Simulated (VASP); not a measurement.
A run of VASP 6.6.1 is set up as follows.

Contents of POSCAR:

```
SiO2
1.0
    0.0000000000      2.2641691173      2.3773775731
    2.2641691173      0.0000000000      2.3773775731
    2.2641691173      2.2641691173      0.0000000000
Si O
1 2
Direct
    0.0000000000      0.0000000000      0.0000000000
    0.2500000000      0.2500000000      0.2500000000
    0.7500000000      0.7500000000      0.7500000000
```

The input INCAR.step1:

```
ALGO     = Normal         # electronic algorithm
EDIFF    = 1E-4           # SCF threshold, eV
ENCUT    = 520            # plane-wave cutoff, eV
GGA      = PE             # functional
ISMEAR   = 0              # smearing method
LASPH    = True           # aspherical terms in the spheres
LCHARG   = False          # write CHGCAR
LREAL    = False          # projectors in reciprocal space
LWAVE    = True           # write WAVECAR
NBANDS   = 15             # bands
NELM     = 80             # most SCF steps
PREC     = Accurate       # precision mode
SIGMA    = 0.01           # smearing width, eV
```

Contents of INCAR.step2:

```
ALGO     = Normal         # electronic algorithm
EDIFF    = 1E-6           # SCF threshold, eV
ENCUT    = 520            # plane-wave cutoff, eV
ISIF     = 2              # what is computed and relaxed
ISMEAR   = 0              # smearing method
ISTART   = 1            
LASPH    = True           # aspherical terms in the spheres
LCHARG   = False          # write CHGCAR
LMIXTAU  = True         
LREAL    = False          # projectors in reciprocal space
LWAVE    = False          # write WAVECAR
METAGGA  = R2SCAN         # meta-GGA
NBANDS   = 15             # bands
NELM     = 80             # most SCF steps
PREC     = Accurate       # precision mode
SIGMA    = 0.01           # smearing width, eV
```

File KPOINTS:

```
k-points
0
Gamma
  10 10 10
```

Potentials or basis: VASP PAW PBE potentials, release 64 (Si, O).

The run is started by

```console
$ cat potpaw_PBE.64/Si/POTCAR potpaw_PBE.64/O/POTCAR > POTCAR
$ cp INCAR.step1 INCAR
$ mpirun -np 1 vasp_std > vasp.out
$ cp INCAR.step2 INCAR
$ mpirun -np 1 vasp_std > vasp.out
```

**Question.** What does it give for the pressure?

**Answer.** -12.2 GPa.

**Question.** What does it give for the band gap on the k mesh?

**Answer.** 1.86 eV (least direct gap 2.05 eV).

Stress tensor (GPa, compression positive):
```
  4.41   0.00   0.00
  0.00   4.41   0.00
  0.00   0.00 -45.30
```

Caveat: the cell differs from its parent crystal (uniaxial z strain +5.0%); the cell stands under tension; the PAW data sets were made with another functional, which shifts forces and pressure a little. A k mesh can miss the band edges.
